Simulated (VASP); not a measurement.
Set up this calculation in VASP 6.6.1, as the native input.

- Task: single point
- Functional: PBEsol-based global hybrid
- Potentials or basis: VASP PAW PBE potentials, release 64 (Hf_pv)
- Cutoff: 520 eV
- k mesh: 5 × 5 × 5
- Occupations: fermi-dirac, width 0.05 eV
- Spin: no spin polarisation
- Dipole correction: no
- Grid for exact exchange (PRECFOCK): Normal
- Share of exact exchange: 0.25
- Further INCAR settings: ALGO = Normal; EDIFF = 1e-07; NBANDS = 11

Hf:

```
Hf
1.0
     2.89658    0.00000    0.00000
     0.00000    2.89658    0.00000
     0.00000    0.00000    2.89658
Hf
1
Cartesian
  1.4483 1.4483 1.4483
```

One way to write it, as run:

POSCAR

```
Hf
1.0
    2.8965795173      0.0000000000      0.0000000000
    0.0000000000      2.8965795173      0.0000000000
    0.0000000000      0.0000000000      2.8965795173
Hf
1
Direct
    0.5000000000      0.5000000000      0.5000000000
```

INCAR.step1

```
SYSTEM = Hf
PREC     = Accurate       ! precision mode
ENCUT    = 520            ! plane-wave cutoff, eV
EDIFF    = 1E-5           ! SCF threshold, eV
ISMEAR   = -1             ! smearing method
SIGMA    = 0.05           ! smearing width, eV
LREAL    = .False.        ! projectors in reciprocal space
LASPH    = .True.         ! aspherical terms in the spheres
NELM     = 60             ! most SCF steps
ALGO     = Normal         ! electronic algorithm
ISIF     = 2              ! what is computed and relaxed
LWAVE    = .True.         ! write WAVECAR
LCHARG   = .False.        ! write CHGCAR
NBANDS   = 11             ! bands
GGA      = PE             ! functional
```

INCAR.step2

```
SYSTEM = Hf
PREC     = Accurate       ! precision mode
ENCUT    = 520            ! plane-wave cutoff, eV
EDIFF    = 1E-7           ! SCF threshold, eV
ISMEAR   = -1             ! smearing method
SIGMA    = 0.05           ! smearing width, eV
LREAL    = .False.        ! projectors in reciprocal space
LASPH    = .True.         ! aspherical terms in the spheres
NELM     = 60             ! most SCF steps
ALGO     = Normal         ! electronic algorithm
ISIF     = 2              ! what is computed and relaxed
LWAVE    = .False.        ! write WAVECAR
LCHARG   = .False.        ! write CHGCAR
GGA      = PS             ! functional
LHFCALC  = .True.         ! exact exchange
AEXX     = 0.25           ! exact-exchange fraction
PRECFOCK = Normal       
NBANDS   = 11             ! bands
ISTART   = 1
```

KPOINTS

```
Automatic mesh
0
Gamma
  5 5 5
  0 0 0
```

Potentials or basis: VASP PAW PBE potentials, release 64 (Hf_pv).

Run with:

```console
$ cat potpaw_PBE.64/Hf_pv/POTCAR > POTCAR
$ cp INCAR.step1 INCAR
$ mpirun -np 1 vasp_std > vasp.out
$ cp INCAR.step2 INCAR
$ mpirun -np 1 vasp_std > vasp.out
```

It gave:

```json
{"Pressure": "-1.8 GPa", "Band gap on the k mesh": "zero (band 5 reaches 4.42 eV, above the bottom of band 6 at 1.51 eV)"}
```

Caveat: the k points lie up to 0.43 Å⁻¹ apart; the PAW data sets were made with another functional, which shifts forces and pressure a little; spin-orbit coupling is left out, which moves the levels of the heavy elements.

Run time: 2.2 min on 1 thread of Intel(R) Xeon(R) 6975P-C (Granite Rapids) (shared host), peak memory 0.15 GiB.
